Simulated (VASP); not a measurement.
**GaN: single point with PBE**

Crystal: GaN.

```
Ga N
1.0
     0.00000    2.03428    2.03428
     2.03428    0.00000    2.03428
     2.03428    2.03428    0.00000
Ga N
1 1
Direct
  0.50000 0.50000 0.50000
  0.00000 0.00000 0.00000
```

This cell differs from its parent crystal: Al replaced by Ga, lengths x 1.003, strained.

* Program: VASP 6.6.1
* Task: single point
* Functional: PBE
* Potentials or basis: VASP PAW PBE potentials, release 64 (Ga_d, N)
* Cutoff: 520 eV
* k mesh: 12 × 12 × 12
* Occupations: gaussian, width 0.02 eV
* Spin: no spin polarisation

The pressure is 43.0 GPa. The band gap on the k mesh is 1.35 eV, indirect (least direct gap 4.29 eV).

Levels at points of the mesh, in eV from the valence-band top:
```
           k point  band 6  band 7  band 8  band 9  band 10  band 11  band 12  band 13
(0.00, 0.00, 0.00)  -13.85   -0.66   -0.66   -0.66     3.63    15.42    15.42    15.42
(0.50, 0.00, 0.00)  -13.66   -8.84   -0.16   -0.16     5.19     9.77     9.77    11.00
(0.50, 0.50, 0.00)  -10.70   -8.06   -3.50   -3.50     1.35     7.96    13.11    16.05
```

Wall time 16 s on 1 thread of Intel(R) Xeon(R) Platinum 8488C (Sapphire Rapids), on a shared host, peak memory 0.15 GiB.

Caveat: the cell differs from its parent crystal (Al replaced by Ga, lengths x 1.003, strained). A k mesh can miss the band edges.
